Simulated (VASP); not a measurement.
# LiSc3 (Fm-3m) in VASP: single point with PBEsol

Aim: the single point of LiSc3 with PBEsol.

Everything below comes from runs of VASP 6.6.1. Logs are shortened: lines on timing, memory, paths and dates and some standing lists are left out, and cuts for length are marked.

## Step 1: The cell of the first run

Symmetry: Fm-3m, No. 225, cubic system. Conventional cell: a = 7.135 Å, b = 7.135 Å, c = 7.135 Å, α = 90.00°, β = 90.00°, γ = 90.00°. Within 4.1 Å of Li (site symmetry m-3m) lie 14 Sc at 3.09 to 3.57 Å. Within 4.1 Å of Sc (site symmetry -43m) lie 4 Li at 3.09 Å and 10 Sc at 3.09 to 3.57 Å. Sc (site symmetry m-3m) has 8 Sc at 3.09 Å and 6 Li at 3.57 Å within 4.1 Å.

## Step 2: Single point, PBEsol (Y replaced by Sc, lengths x 0.948, strained)

Input file INCAR:

```
PREC = Accurate
ENCUT = 520
EDIFF = 1E-7
ISMEAR = 0
SIGMA = 0.1
LREAL = F
LASPH = T
NELM = 100
ALGO = Normal
ISIF = 2
LWAVE = F
LCHARG = F
GGA = PS
NBANDS = 26
```

Input file KPOINTS:

```
regular mesh
0
Gamma
  10 10 10
```

Input file POSCAR:

```
LiSc3
1.0
    0.0000000000      3.5672982107      3.5672982107
    3.5672982107      0.0000000000      3.5672982107
    3.5672982107      3.5672982107      0.0000000000
Li Sc
1 3
Direct
    0.0000000000      0.0000000000      0.0000000000
    0.2500000000      0.2500000000      0.2500000000
    0.7500000000      0.7500000000      0.7500000000
    0.5000000000      0.5000000000      0.5000000000
```

Potentials or basis: VASP PAW PBE potentials, release 64 (Li_sv, Sc_sv).

Command:

```sh
> cat potpaw_PBE.64/Li_sv/POTCAR potpaw_PBE.64/Sc_sv/POTCAR > POTCAR
> mpirun -np 1 vasp_std > vasp.out
```

OUTCAR:

```text
PREC = Accurate
   ENCUT = 520
   EDIFF = 1E-7
   ISMEAR = 0
   LREAL = F
   LASPH = T
   NELM = 100
   ISIF = 2
   GGA = PS

 ion  position               nearest neighbor table
   1  0.000  0.000  0.000-
   2  0.250  0.250  0.250-   4 3.09   4 3.09   4 3.09   4 3.09
   3  0.750  0.750  0.750-   4 3.09   4 3.09   4 3.09   4 3.09
   4  0.500  0.500  0.500-   2 3.09   2 3.09   2 3.09   2 3.09   3 3.09   3 3.09   3 3.09   3 3.09

  LATTYP: Found a face centered cubic cell.
 ALAT       =     7.1345964214

  Lattice vectors:

 A1 = (   0.0000000000,   3.5672982107,   3.5672982107)
 A2 = (   3.5672982107,   0.0000000000,   3.5672982107)
 A3 = (   3.5672982107,   3.5672982107,   0.0000000000)

Analysis of symmetry for initial positions (statically):
=====================================================================
 Subroutine PRICEL returns:
 Original cell was already a primitive cell.

 Routine SETGRP: Setting up the symmetry group for a
 face centered cubic supercell.

 Subroutine GETGRP returns: Found 48 space group operations
 (whereof 48 operations were pure point group operations)
 out of a pool of 48 trial point group operations.

The static configuration has the point symmetry O_h .

Analysis of symmetry for dynamics (positions and initial velocities):
=====================================================================
 Subroutine PRICEL returns:
 Original cell was already a primitive cell.

 Routine SETGRP: Setting up the symmetry group for a
 face centered cubic supercell.

 Subroutine GETGRP returns: Found 48 space group operations
 (whereof 48 operations were pure point group operations)
 out of a pool of 48 trial point group operations.

The dynamic configuration has the point symmetry O_h .

 Subroutine INISYM returns: Found 48 space group operations
 (whereof 48 operations are pure point group operations),
 and found     1 'primitive' translations

----------------------------------------------------------------------------------------

                                     Primitive cell

  volume of cell :      90.7921

  direct lattice vectors                    reciprocal lattice vectors
[... 87 lines left out ...]
   LSORBIT =      F    spin-orbit coupling
   LASPH  =      T    aspherical Exc in radial PAW
   ENCUT  =  520.0 eV  38.22 Ry    6.18 a.u.   9.38  9.38  9.38*2*pi/ulx,y,z
   NELM   =    100;   NELMIN=  2; NELMDL= -5     # of ELM steps
   EDIFF  = 0.1E-06   stopping-criterion for ELM
   LREAL  =      F    real-space projection
   EDIFFG = 0.1E-05   stopping-criterion for IOM
   NSW    =      0    number of steps for IOM
   IBRION =     -1    ionic relax: 0-MD 1-quasi-New 2-CG
   NFREE  =      0    steps in history (QN), initial steepest desc. (CG)
   ISIF   =      2    stress and relaxation
   ISYM   =      2    0-nonsym 1-usesym 2-fastsym
   POTIM  = 0.5000    time-step for ionic-motion
   TEBEG  =    0.0;   TEEND  =   0.0 temperature during run
   PSTRESS=    0.0 pullay stress
   NELECT =      36.0000    total number of electrons
   NUPDOWN=      -1.0000    fix difference up-down
   EMIN   =  10.00;   EMAX   =-10.00  energy-range for DOS
   EFERMI =   0.00;   METHOD = LEGACY
   ISMEAR =     0;   SIGMA  =   0.10  broadening in eV -4-tet -1-fermi 0-gaus
   EFERMI_NEDOS =   21; number of points for ismear=-14 and -15
   IALGO  =     38    algorithm
   IMIX   =      4    mixing-type and parameters
     AMIX     =   0.40;   BMIX     =  1.00
     AMIX_MAG =   1.60;   BMIX_MAG =  1.00
  volume/ion in A,a.u.               =      22.70       153.17
  Fermi-wavevector in a.u.,A,eV,Ry     =   1.202706  2.272785 19.680860  1.446502
  Thomas-Fermi vector in A             =   2.338480
   LORBIT       =      0    0 simple, 1 ext, 2 COOP (PROOUT), +10 PAW based schemes
   GGA     = PS    functional components
   LHFCALC =     F    Hartree Fock is set to
   AEXX    =    0.0000 exact exchange contribution
   IVDW    =     0    specifies the selected vdW correction
   LEPSILON=     F    determine dielectric tensor
   LRPA    =     F    only Hartree local field effects (RPA)
 non-spin polarized calculation
 Gauss-broadening in eV      SIGMA  =   0.10
  energy-cutoff  :      520.00
  volume of cell :       90.79
 maximum number of plane-waves:      2467
 NGX is ok and might be reduce to    40
   NGX = 19   NGY = 19   NGZ = 19

 number of electron      36.0000000 magnetization

 Free energy of the ion-electron system (eV)
  ---------------------------------------------------
  ext. energy  EPLUGINS =         0.00000000
  ---------------------------------------------------
  free energy    TOTEN  =       -20.88737331 eV

  energy without entropy =      -20.86433699  energy(sigma->0) =      -20.87585515

 E-fermi :   3.1852     XC(G=0):  -9.5382

 val. band max:        3.1700102369   @ k =  -0.3000   0.4000   0.2000
 cond. band min:       3.1853759657   @ k =   0.3000   0.2000   0.1000
 fundamental gap:      0.0153657288
 Fermi energy:         3.1851918973

 k-point     1 :       0.0000    0.0000    0.0000
  band No.  band energies     occupation
      1     -46.3140      2.00000
      2     -46.2752      2.00000
      3     -46.1375      2.00000
      4     -41.3518      2.00000
      5     -25.0697      2.00000
      6     -25.0697      2.00000
[... 685 lines left out ...]
     25       5.3837      0.00000
     26       5.5674      0.00000

 [... further k-points ...]

------------------------ aborting loop because EDIFF is reached ----------------------------------------

  FORCE on cell =-STRESS in cart. coord.  units (eV):
  Direction    XX          YY          ZZ          XY          YZ          ZX
  --------------------------------------------------------------------------------------
  -------------------------------------------------------------------------------------
  Total       -0.4993118     -0.4993118     -0.4993118      0.0000000      0.0000000      0.0000000
  in kB       -8.8111812     -8.8111812     -8.8111812      0.0000000      0.0000000      0.0000000
  external PRESSURE =      -8.8111812 kB  Pullay stress =       0.0000000 kB

 VOLUME and BASIS-vectors are now :
 -----------------------------------------------------------------------------
  energy-cutoff  :      520.00
  volume of cell :       90.79
      direct lattice vectors                 reciprocal lattice vectors
     0.000000000  3.567298211  3.567298211    -0.140162098  0.140162098  0.140162098
     3.567298211  0.000000000  3.567298211     0.140162098 -0.140162098  0.140162098
     3.567298211  3.567298211  0.000000000     0.140162098  0.140162098 -0.140162098

 POSITION                                       TOTAL-FORCE (eV/Angst)
 -----------------------------------------------------------------------------------
      0.00000      0.00000      0.00000        -0.000000     -0.000000     -0.000000
      1.78365      1.78365      1.78365         0.000000      0.000000      0.000000
      5.35095      5.35095      5.35095        -0.000000     -0.000000     -0.000000
      3.56730      3.56730      3.56730        -0.000000     -0.000000     -0.000000
 -----------------------------------------------------------------------------------
    total drift:                               -0.000000     -0.000000      0.000000

  FREE ENERGIE OF THE ION-ELECTRON SYSTEM (eV)
  ---------------------------------------------------
  free  energy   TOTEN  =       -20.8873733121 eV

  energy  without entropy=      -20.8643369858  energy(sigma->0) =      -20.87585515
```

OSZICAR:

```text
N       E                     dE             d eps       ncg     rms          rms(c)
DAV:   1     0.655188999215E+03    0.65519E+03   -0.15786E+04  2444   0.144E+03
DAV:   2     0.137816855940E+02   -0.64141E+03   -0.63256E+03  3276   0.630E+02
DAV:   3    -0.222691610162E+02   -0.36051E+02   -0.35440E+02  4016   0.201E+02
DAV:   4    -0.242333517490E+02   -0.19642E+01   -0.19212E+01  4838   0.380E+01
DAV:   5    -0.243116304111E+02   -0.78279E-01   -0.78154E-01  4040   0.655E+00    0.982E+00
DAV:   6    -0.210699237188E+02    0.32417E+01   -0.10262E+01  3664   0.251E+01    0.237E+00
DAV:   7    -0.209198938615E+02    0.15003E+00   -0.12267E+00  4144   0.946E+00    0.133E+00
DAV:   8    -0.208991504249E+02    0.20743E-01   -0.13308E-01  4536   0.360E+00    0.755E-01
DAV:   9    -0.208885368915E+02    0.10614E-01   -0.37936E-02  4064   0.208E+00    0.239E-01
DAV:  10    -0.208874102575E+02    0.11266E-02   -0.10641E-02  4280   0.100E+00    0.537E-02
DAV:  11    -0.208874059933E+02    0.42642E-05   -0.59193E-04  4048   0.181E-01    0.420E-02
DAV:  12    -0.208873748144E+02    0.31179E-04   -0.15796E-04  3744   0.114E-01    0.621E-03
DAV:  13    -0.208873743028E+02    0.51158E-06   -0.74147E-06  4592   0.246E-02    0.239E-03
DAV:  14    -0.208873733385E+02    0.96437E-06   -0.44726E-07  3368   0.729E-03    0.824E-04
DAV:  15    -0.208873733121E+02    0.26326E-07   -0.70186E-08  1744   0.358E-03
   1 F= -.20887373E+02 E0= -.20875855E+02  d E =-.230363E-01
```

It took 95 s on 1 thread of Intel Xeon 6975P-C (Granite Rapids), shared host; peak memory 0.28 GiB.

What came out:

- Free energy: -20.8874 eV
- Band gap on the k mesh: zero (bands 18 and 19 overlap by 0.90 eV)

Caveat: the cell differs from its parent crystal (Y replaced by Sc, lengths x 0.948, strained); the cutoff is under 1.25 times the usual one of these potentials, so pressure, stress and relaxed cells hold a basis-set (Pulay) error; the PAW data sets were made with another functional, which shifts forces and pressure a little.
